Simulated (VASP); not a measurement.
Wanted: the native input for a VASP 6.6.1 run.

```
Task                   : single point
Functional             : PBE
Potentials or basis    : VASP PAW PBE potentials, release 64 (K_sv, C, O)
Cutoff                 : 600 eV
k mesh                 : 6 × 6 × 6
Occupations            : methfessel-paxton, width 0.1 eV
Spin                   : no spin polarisation
Dipole correction      : no
Further INCAR settings : ALGO = Normal; EDIFF = 1e-06; NBANDS = 26
```

The structure of K3CO lies in POSCAR:

```
K3CO
1.0
    5.2310620000      0.0000000000      0.0000000000
    0.0000000000      5.2310620000      0.0000000000
    0.0000000000      0.0000000000      5.2310620000
K C O
3 1 1
Direct
    0.0000000000      0.0000000000      0.5000000000
    0.0000000000      0.5000000000      0.0000000000
    0.5000000000      0.0000000000      0.0000000000
    0.5000000000      0.5000000000      0.5000000000
    0.0000000000      0.0000000000      0.0000000000
```

The input as run:

INCAR

```
SYSTEM = K3CO
PREC = Accurate ; ENCUT = 600
EDIFF = 1E-6 ; ISMEAR = 1
SIGMA = 0.1 ; LREAL = .FALSE.
LASPH = .TRUE. ; NELM = 120
ALGO = Normal ; ISIF = 2
LWAVE = .FALSE. ; LCHARG = .FALSE.
GGA = PE ; NBANDS = 26
GGA_COMPAT = .FALSE.
```

KPOINTS

```
regular mesh
0
G
  6 6 6
  0 0 0
```

Potentials or basis: VASP PAW PBE potentials, release 64 (K_sv, C, O).

Command:

```bash
$ cat potpaw_PBE.64/K_sv/POTCAR potpaw_PBE.64/C/POTCAR potpaw_PBE.64/O/POTCAR > POTCAR
$ mpirun -np 1 vasp_std > vasp.out
```

Results of the run:

```json
{
 "Pressure": "-0.2 GPa",
 "Band gap on the k mesh": "zero (an odd number of electrons rules out a gap without spin polarisation)"
}
```

It took 5.6 min on 1 thread of Intel(R) Xeon(R) Platinum 8259CL CPU @ 2.50GHz (Skylake/Cascade Lake), on a shared host, peak memory 0.3 GiB.
